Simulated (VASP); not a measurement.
**Zn2Br3: single point with PBE**

The system is Zn2Br3.

```
CELL_PARAMETERS angstrom
8.19163 0.00000 0.00000
0.00000 8.19163 0.00000
0.00000 0.00000 4.11532
ATOMIC_POSITIONS crystal
Zn 0.38000 0.88000 0.00000
Zn 0.12000 0.38000 0.00000
Zn 0.62000 0.12000 0.00000
Zn 0.88000 0.62000 0.00000
Br 0.00000 0.00000 0.00000
Br 0.50000 0.50000 0.00000
Br 0.18000 0.68000 0.50000
Br 0.32000 0.18000 0.50000
Br 0.82000 0.32000 0.50000
Br 0.68000 0.82000 0.50000
```

```yaml
Program: VASP 6.6.1
Task: single point
Functional: PBE
Potentials_or_basis: VASP PAW PBE potentials, release 64 (Zn, Br)
Cutoff: 520 eV
k_mesh: 2 × 2 × 4
Occupations: gaussian, width 0.1 eV
Spin: no spin polarisation
```

```yaml
Pressure: -4.7 GPa
Largest_force: 0.442 eV/Å
Band_gap_on_the_k_mesh: zero (bands 45 and 46 overlap by 0.76 eV)
```

Forces on the atoms (eV/Å):
```
Zn  -0.312 -0.312  0.000
Zn   0.312 -0.312  0.000
Zn   0.312  0.312  0.000
Zn  -0.312  0.312  0.000
Br   0.000  0.000  0.000
Br   0.000  0.000  0.000
Br  -0.115 -0.115  0.000
Br   0.115 -0.115  0.000
Br   0.115  0.115  0.000
Br  -0.115  0.115  0.000
```

Stress tensor (GPa, compression positive):
```
-5.97  0.00  0.00
 0.00 -5.97  0.00
 0.00  0.00 -2.22
```

Levels at points of the mesh, in eV from the Fermi level:
| k point | band 42 | band 43 | band 44 | band 45 | band 46 | band 47 | band 48 | band 49 |
| --- | --- | --- | --- | --- | --- | --- | --- | --- |
| (0.00, 0.00, 0.00) | -0.40 | -0.27 | -0.27 | -0.07 | 0.60 | 1.41 | 1.41 | 3.23 |
| (0.50, 0.00, 0.00) | -0.73 | -0.22 | -0.22 | 0.03 | 0.03 | 1.41 | 1.41 | 3.72 |
| (0.50, 0.50, 0.00) | -0.21 | -0.20 | -0.20 | 0.27 | 0.27 | 0.90 | 0.90 | 3.91 |
| (0.00, 0.00, 0.50) | -1.25 | -0.58 | -0.58 | -0.04 | 0.49 | 1.40 | 1.40 | 2.85 |
| (0.50, 0.00, 0.50) | -1.19 | -0.51 | -0.51 | -0.49 | -0.49 | 1.31 | 1.31 | 3.69 |
| (0.50, 0.50, 0.50) | -1.21 | -0.48 | -0.48 | -0.08 | -0.08 | 0.27 | 0.27 | 4.16 |

It took 79 s on 1 thread of Intel(R) Xeon(R) 6975P-C (Granite Rapids) (shared host), peak memory 0.39 GiB.

Caveat: the k points lie up to 0.38 Å⁻¹ apart, too coarse for converged energies and pressures of a metal.
